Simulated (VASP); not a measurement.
# B5O (P6/mmm) in VASP: further runs, part 2 of 2

VASP 6.6.1. Earlier steps stand in the parts before.

### Step 3. Relaxation of cell and atoms, PBE

The input, INCAR:

```
PREC     = Accurate       # precision mode
ENCUT    = 600            # plane-wave cutoff, eV
EDIFF    = 1E-6           # SCF threshold, eV
ISMEAR   = 0              # smearing method
SIGMA    = 0.1            # smearing width, eV
LREAL    = False          # projectors in reciprocal space
LASPH    = True           # aspherical terms in the spheres
NELM     = 100            # most SCF steps
ALGO     = Normal         # electronic algorithm
ISIF     = 3              # what is computed and relaxed
LWAVE    = False          # write WAVECAR
LCHARG   = False          # write CHGCAR
GGA      = PE             # functional
IBRION   = 2              # ionic algorithm
NSW      = 100            # ionic steps
EDIFFG   = -0.01          # ionic threshold
```

The input, KPOINTS:

```
Automatic mesh
0
Gamma
  12 12 6
```

The input, POSCAR:

```
B5O
1.0
    2.9089410248      0.0000000000      0.0000000000
   -1.4544705124      2.5192168255      0.0000000000
    0.0000000000      0.0000000000      5.8406297822
B O
5 1
Direct
    0.3333333333      0.6666666667      0.7172284976
    0.3333333333      0.6666666667      0.2827715024
    0.6666666667      0.3333333333      0.2827715024
    0.6666666667      0.3333333333      0.7172284976
    0.0000000000      0.0000000000      0.5000000000
    0.0000000000      0.0000000000      0.0000000000
```

Potentials or basis: VASP PAW PBE potentials, release 64 (B, O).

Started as:

```sh
cat potpaw_PBE.64/B/POTCAR potpaw_PBE.64/O/POTCAR > POTCAR
mpirun -np 1 vasp_std > vasp.out
```

OUTCAR:

```text
PREC = Accurate
   ENCUT = 600
   EDIFF = 1E-6
   ISMEAR = 0
   LREAL = False
   LASPH = True
   NELM = 100
   ISIF = 3
   GGA = PE
   IBRION = 2
   NSW = 100
   EDIFFG = -0.01

 ion  position               nearest neighbor table
   1  0.333  0.667  0.717-   4 1.68   4 1.68   4 1.68   5 2.10   5 2.10   5 2.10
   2  0.333  0.667  0.283-   3 1.68   3 1.68   3 1.68   5 2.10   5 2.10   5 2.10
   3  0.667  0.333  0.283-   2 1.68   2 1.68   2 1.68   5 2.10   5 2.10   5 2.10
   4  0.667  0.333  0.717-   1 1.68   1 1.68   1 1.68   5 2.10   5 2.10   5 2.10
   5  0.000  0.000  0.500-   1 2.10   2 2.10   3 2.10   4 2.10   1 2.10   2 2.10   3 2.10   4 2.10
                             3 2.10   4 2.10   1 2.10   2 2.10
   6  0.000  0.000  0.000-

  LATTYP: Found a hexagonal cell.
 ALAT       =     2.9089410248
 C/A-ratio  =     2.0078199360

  Lattice vectors:

 A1 = (   2.9089410248,   0.0000000000,   0.0000000000)
 A2 = (  -1.4544705124,   2.5192168255,   0.0000000000)
 A3 = (   0.0000000000,   0.0000000000,   5.8406297822)

Analysis of symmetry for initial positions (statically):
=====================================================================
 Subroutine PRICEL returns:
 Original cell was already a primitive cell.

 Routine SETGRP: Setting up the symmetry group for a
 hexagonal supercell.

 Subroutine GETGRP returns: Found 24 space group operations
 (whereof 24 operations were pure point group operations)
 out of a pool of 24 trial point group operations.

The static configuration has the point symmetry D_6h.

Analysis of symmetry for dynamics (positions and initial velocities):
=====================================================================
 Subroutine PRICEL returns:
 Original cell was already a primitive cell.

 Routine SETGRP: Setting up the symmetry group for a
 hexagonal supercell.

 Subroutine GETGRP returns: Found 24 space group operations
 (whereof 24 operations were pure point group operations)
 out of a pool of 24 trial point group operations.

The dynamic configuration has the point symmetry D_6h.

[... 197 lines left out ...]

 Free energy of the ion-electron system (eV)
  ---------------------------------------------------
  ext. energy  EPLUGINS =         0.00000000
  ---------------------------------------------------
  free energy    TOTEN  =       -32.57714657 eV

  energy without entropy =      -32.56733442  energy(sigma->0) =      -32.57224049

 E-fermi :   6.2656     XC(G=0): -12.0061

 val. band max:        6.2605444908   @ k =   0.0833  -0.0000   0.3333
 cond. band min:       6.2707803880   @ k =   0.0833  -0.0000   0.0000
 fundamental gap:      0.0102358971
 Fermi energy:         6.2656071778

 k-point     1 :       0.0000    0.0000    0.0000
  band No.  band energies     occupation
      1     -12.3526      2.00000
      2      -9.2413      2.00000
      3      -6.4374      2.00000
      4       1.5008      2.00000
      5       2.0526      2.00000
      6       4.8366      2.00000
      7       4.8366      2.00000
      8       5.5374      2.00000
      9       5.5374      2.00000
     10       6.5864      0.00001
     11       6.5864      0.00001
     12       7.3112      0.00000
     13       7.3112      0.00000
     14       8.6225      0.00000
[... 377 lines left out ...]
      1     -11.4044      2.00000
      2      -7.5413      2.00000
      3      -4.3549      2.00000
      4      -1.8215      2.00000
      5       0.0783      2.00000
      6       1.6159      2.00000
      7       1.6268      2.00000
      8       3.1718      2.00000
      9       3.8156      2.00000
     10       5.3785      2.00000
     11       6.1247      1.95371
     12       7.3609      0.00000
     13       8.2140      0.00000
     14       9.8325      0.00000

 [... further k-points ...]

------------------------ aborting loop because EDIFF is reached ----------------------------------------

  FORCE on cell =-STRESS in cart. coord.  units (eV):
  Direction    XX          YY          ZZ          XY          YZ          ZX
  --------------------------------------------------------------------------------------
  -------------------------------------------------------------------------------------
  Total       -0.0508029     -0.0508029      0.0094584      0.0000000     -0.0000000      0.0000000
  in kB       -1.8994546     -1.8994546      0.3536354      0.0000000     -0.0000000      0.0000000
  external PRESSURE =      -1.1484246 kB  Pullay stress =       0.0000000 kB

 VOLUME and BASIS-vectors are now :
 -----------------------------------------------------------------------------
  energy-cutoff  :      600.00
  volume of cell :       42.85
      direct lattice vectors                 reciprocal lattice vectors
     2.910683619  0.000000000  0.000000000     0.343561902  0.198355557  0.000000000
    -1.455341809  2.520725956  0.000000000     0.000000000  0.396711113  0.000000000
    -0.000000000  0.000000000  5.840494570     0.000000000  0.000000000  0.171218377

 POSITION                                       TOTAL-FORCE (eV/Angst)
 -----------------------------------------------------------------------------------
     -0.00000      1.68048      4.18899        -0.000000     -0.000000      0.002624
     -0.00000      1.68048      1.65150         0.000000     -0.000000     -0.002624
      1.45534      0.84024      1.65150         0.000000      0.000000     -0.002624
      1.45534      0.84024      4.18899        -0.000000      0.000000      0.002624
     -1.45534      2.52073      2.92025        -0.000000      0.000000      0.000000
     -1.45534      2.52073      5.84049        -0.000000      0.000000      0.000000
 -----------------------------------------------------------------------------------
    total drift:                               -0.000000      0.000000      0.000000

  FREE ENERGIE OF THE ION-ELECTRON SYSTEM (eV)
  ---------------------------------------------------
  free  energy   TOTEN  =       -32.5771465734 eV

  energy  without entropy=      -32.5673344165  energy(sigma->0) =      -32.57224049

 reached required accuracy - stopping structural energy minimisation
```

OSZICAR:

```text
N       E                     dE             d eps       ncg     rms          rms(c)
DAV:   1     0.559850953775E+02    0.55985E+02   -0.10858E+04  2128   0.152E+03
DAV:   2    -0.300060105426E+02   -0.85991E+02   -0.83759E+02  2786   0.246E+02
DAV:   3    -0.338575889789E+02   -0.38516E+01   -0.36806E+01  2910   0.448E+01
[... 12 lines left out ...]
DAV:   1    -0.325773227105E+02   -0.18779E-03   -0.30522E-03  2170   0.533E-01    0.113E-01
DAV:   2    -0.325774138656E+02   -0.91155E-04   -0.35841E-03  2542   0.417E-01    0.120E-01
DAV:   3    -0.325771473839E+02    0.26648E-03   -0.12684E-03  2548   0.239E-01    0.139E-02
DAV:   4    -0.325771471859E+02    0.19803E-06   -0.33778E-05  2434   0.561E-02    0.518E-03
DAV:   5    -0.325771465734E+02    0.61252E-06   -0.11584E-06  1340   0.853E-03
   2 F= -.32577147E+02 E0= -.32572240E+02  d E =-.120307E-04
```

CONTCAR:

```text
B5O
   1.00000000000000
     2.9106836189809395    0.0000000000000000    0.0000000000000000
    -1.4553418094904698    2.5207259563290232    0.0000000000000000
    -0.0000000000000000    0.0000000000000000    5.8404945695971833
  B               O
     5     1
Direct
     0.3333333332999970    0.6666666667000030    0.7172321420530350
     0.3333333332999970    0.6666666667000030    0.2827678579469650
     0.6666666667000030    0.3333333332999970    0.2827678579469650
     0.6666666667000030    0.3333333332999970    0.7172321420530350
     0.0000000000000000    1.0000000000000000    0.5000000000000000
     0.0000000000000000    1.0000000000000000    1.0000000000000000

  0.00000000E+00  0.00000000E+00  0.00000000E+00
  0.00000000E+00  0.00000000E+00  0.00000000E+00
  0.00000000E+00  0.00000000E+00  0.00000000E+00
  0.00000000E+00  0.00000000E+00  0.00000000E+00
  0.00000000E+00  0.00000000E+00  0.00000000E+00
  0.00000000E+00  0.00000000E+00  0.00000000E+00
```

Run time: 24 s. Hardware: 1 thread of Intel Xeon 6975P-C (Granite Rapids), shared host; peak memory 0.19 GiB.

Results:

```
Free energy                            : -32.5771 eV
Relaxed volume                         : 7.14 Å³/atom
Relaxed cell                           : a = 2.911 Å, b = 2.911 Å, c = 5.840 Å, α = 90.00°, β = 90.00°, γ = 120.00°
Space group after relaxing (to 0.05 Å) : P6/mmm (No. 191)
Energy gained by relaxing              : 0.0 meV/atom
Ionic steps                            : 2
Pressure after relaxing                : -0.1 GPa
```

Forces in eV/Å, atoms in the order of the input:
```
B    0.000  0.000  0.003
B    0.000  0.000 -0.003
B    0.000  0.000 -0.003
B    0.000  0.000  0.003
B    0.000  0.000  0.000
O    0.000  0.000  0.000
```

Stress tensor (GPa, compression positive):
```
-0.19  0.00  0.00
 0.00 -0.19  0.00
 0.00  0.00  0.04
```

Final structure:
```xyz
6
Lattice="2.9107 0.0000 0.0000 -1.4553 2.5207 0.0000 0.0000 0.0000 5.8405" Properties=species:S:1:pos:R:3 pbc="T T T"
B     0.0000    1.6805    4.1890
B     0.0000    1.6805    1.6515
B     1.4553    0.8402    1.6515
B     1.4553    0.8402    4.1890
B    -1.4553    2.5207    2.9202
O    -1.4553    2.5207    5.8405
```

Caveat: an odd number of electrons without spin polarisation forces a metal; a magnetic or distorted state may lie lower.

### Step 4. Single point, PBE, collinear spin, ferromagnetic start

This run uses another cell than the first one, of 7.58 Å³/atom, 1.062 times its volume.

The input, INCAR:

```
SYSTEM = B5O
PREC = Accurate
ENCUT = 520
EDIFF = 1E-6
ISMEAR = 0
SIGMA = 0.1
LREAL = .FALSE.
LASPH = .TRUE.
NELM = 150
ALGO = Normal
ISIF = 2
LWAVE = .FALSE.
LCHARG = .FALSE.
ISPIN = 2
MAGMOM = 0 0 0 0 0 1
LORBIT = 11
GGA = PE
NBANDS = 24
```

The input, KPOINTS:

```
regular mesh
0
G
  6 6 4
  0 0 0
```

The input, POSCAR:

```
B5O
1.0
    2.8661809600      0.0000000000      0.0000000000
   -1.4330904800      2.4821855200      0.0000000000
    0.0000000000      0.0000000000      6.3947715800
B O
5 1
Direct
    0.3333333300      0.6666666700      0.6412483800
    0.3333333300      0.6666666700      0.3587516200
    0.6666666700      0.3333333300      0.3587516200
    0.6666666700      0.3333333300      0.6412483800
    0.0000000000      0.0000000000      0.5000000000
    0.0000000000      0.0000000000      0.0000000000
```

Started as:

```sh
cat potpaw_PBE.64/B/POTCAR potpaw_PBE.64/O/POTCAR > POTCAR
mpirun -np 1 vasp_std > vasp.out
```

It took 22 s on 1 thread of Intel Xeon 6975P-C (Granite Rapids), shared host; peak memory 0.19 GiB.

It converged, with:

```yaml
Free_energy: -29.6465 eV
Pressure: 34.7 GPa
Largest_force: 3.277 eV/Å
Net_moment: 1.67 μB per cell
Site_moments: B +0.03, +0.00; O +1.27 μB
Valence_electrons_inside_the_program's_atomic_spheres: B 2.15, 1.88; O 4.63
```

Forces in eV/Å, atoms in the order of the input:
```
B    0.000  0.000  3.277
B    0.000  0.000 -3.277
B    0.000  0.000 -3.277
B    0.000  0.000  3.277
B    0.000  0.000  0.000
O    0.000  0.000  0.000
```

Stress tensor (GPa, compression positive):
```
32.73  0.00  0.00
 0.00 32.73  0.00
 0.00  0.00 38.68
```

Levels at points of the mesh, in eV from the Fermi level:
Spin up:
```
           k point  band 8  band 9  band 10  band 11  band 12  band 13  band 14  band 15
(0.00, 0.00, 0.00)   -2.04   -2.04    -1.68    -1.68     1.12     1.12     2.57     3.36
(0.50, 0.00, 0.00)   -2.19   -1.98    -1.91    -1.29    -1.12     1.66     4.64     6.32
(0.00, 0.00, 0.50)   -1.97   -1.76    -1.76    -1.11     1.11     1.11     1.23     3.36
(0.50, 0.00, 0.50)   -2.78   -2.48    -2.13    -1.59    -0.85     2.22     4.40     6.87
```
Spin down:
```tsv
k point	band 8	band 9	band 10	band 11	band 12	band 13
(0.00, 0.00, 0.00)	-1.94	-1.91	1.18	1.18	1.37	1.37
(0.50, 0.00, 0.00)	-1.85	-1.23	-0.46	0.15	0.79	1.75
(0.00, 0.00, 0.50)	-1.93	0.32	1.18	1.18	1.35	1.35
(0.50, 0.00, 0.50)	-1.94	-1.92	-1.39	-0.31	0.90	2.59
```

Caveat: the k points lie up to 0.42 Å⁻¹ apart; forces of over 1 eV/Å act on the atoms, so gaps and moduli don't describe the material at rest.

### Step 5. Summary

```tsv
task	spin	cell	k mesh	cutoff (eV)	gap on the mesh (eV)	pressure (GPa)
single point	off	a = 2.910, b = 2.910, c = 5.842 Å, angles 90.0, 90.0, 120.0°, 6 atoms	12 × 12 × 6	520	none	0.0
relaxation of cell and atoms	off	relaxed from a = 2.909, b = 2.909, c = 5.841 Å, angles 90.0, 90.0, 120.0°, 6 atoms	12 × 12 × 6	600	none	-0.1
single point	collinear, ferromagnetic start	a = 2.866, b = 2.866, c = 6.395 Å, angles 90.0, 90.0, 120.0°, 6 atoms	6 × 6 × 4	520	none	34.7
```

Alike in all rows: level PBE; potentials or basis VASP PAW PBE potentials, release 64 (B, O); smearing gaussian 0.1 eV.

Caveats: some runs use coarse meshes; an odd number of electrons without spin polarisation forces a metal (some runs); a magnetic or distorted state may lie lower (some runs); forces of over 1 eV/Å act on the atoms, so gaps and moduli don't describe the material at rest (some runs).

Total energies depend on the potentials used, so only differences within one code and one set of settings carry meaning.
